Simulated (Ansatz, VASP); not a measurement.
TaBe2P3: VASP beside Ansatz

```xyz
6
Lattice="3.2921 0.0000 0.0000 -1.6460 2.8510 0.0000 0.0000 0.0000 8.9065" Properties=species:S:1:pos:R:3 pbc="T T T"
Ta    0.0000    0.0000    4.4532
Be    0.0000    1.9007    7.6774
Be    1.6460    0.9503    1.2291
P     1.6460    0.9503    6.1424
P     0.0000    0.0000    0.0000
P     0.0000    1.9007    2.7641
```

Alike in both runs: functional PBE; k mesh 12 × 12 × 4; occupations gaussian, width 0.1 eV; no spin polarisation.

Ansatz relaxed the structure, and its values are those at the end. VASP's run is a single point on that final structure, the one shown.

```csv
,VASP,Ansatz
version,VASP 6.6.1,Ansatz 0.2.0
potentials or method,"VASP PAW PBE potentials, release 64 (Ta_pv, Be, P), cutoff 520 eV","scalar-relativistic, plane waves, PAW"
valence electrons in the cell,30,32
```

```tsv
	VASP	Ansatz	Ansatz less VASP
gap on the k mesh at the Fermi level (eV)	none	none	-
pressure (GPa)	0.0	0.0	-0.02
rms of the force components (eV/Å)	0.004	0.000	-0.0038
```

A gap of «none» marks a metal or a gap that the smearing closes. VASP's potentials hold 30 valence electrons a cell and Ansatz's 32, so a difference there can come from the potentials and not from the codes.

Neither program's run includes spin-orbit coupling.
